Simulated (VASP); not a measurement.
Pt, 4 atoms in the cell. Symmetry: P6_3/mmc, No. 194, hexagonal system. The conventional cell has a = 2.714 Å, b = 2.714 Å, c = 9.063 Å, α = 90.00°, β = 90.00°, γ = 120.00°. Within 3.6 Å of Pt (site symmetry -3m) lie 12 Pt at 2.71 to 2.75 Å. Within 3.6 Å of Pt (site symmetry -6m2) lie 12 Pt at 2.71 to 2.75 Å.  This cell differs from its parent crystal: volume scaled by 0.92.

- Program: VASP 6.6.1
- Task: single point
- Functional: PBE
- Potentials or basis: VASP PAW PBE potentials, release 64 (Pt)
- Cutoff: 520 eV
- k mesh: 15 × 15 × 4
- Occupations: fermi-dirac, width 0.1 eV
- Spin: no spin polarisation
- Dipole correction: no
- Further INCAR settings: ALGO = Normal; EDIFF = 1e-07; NBANDS = 28

Potentials or basis: VASP PAW PBE potentials, release 64 (Pt).

Run with:

```sh
$ cat potpaw_PBE.64/Pt/POTCAR > POTCAR
$ mpirun -np 1 vasp_std > vasp.out
```

Hardware: 1 thread of Intel(R) Xeon(R) 6975P-C (Granite Rapids) (shared host).

Question: How long does it take, and how much memory?

Answer: Wall time 64 s on 1 thread of Intel(R) Xeon(R) 6975P-C (Granite Rapids) (shared host), peak memory 0.23 GiB. Counts: scf iterations 14, k points 81.
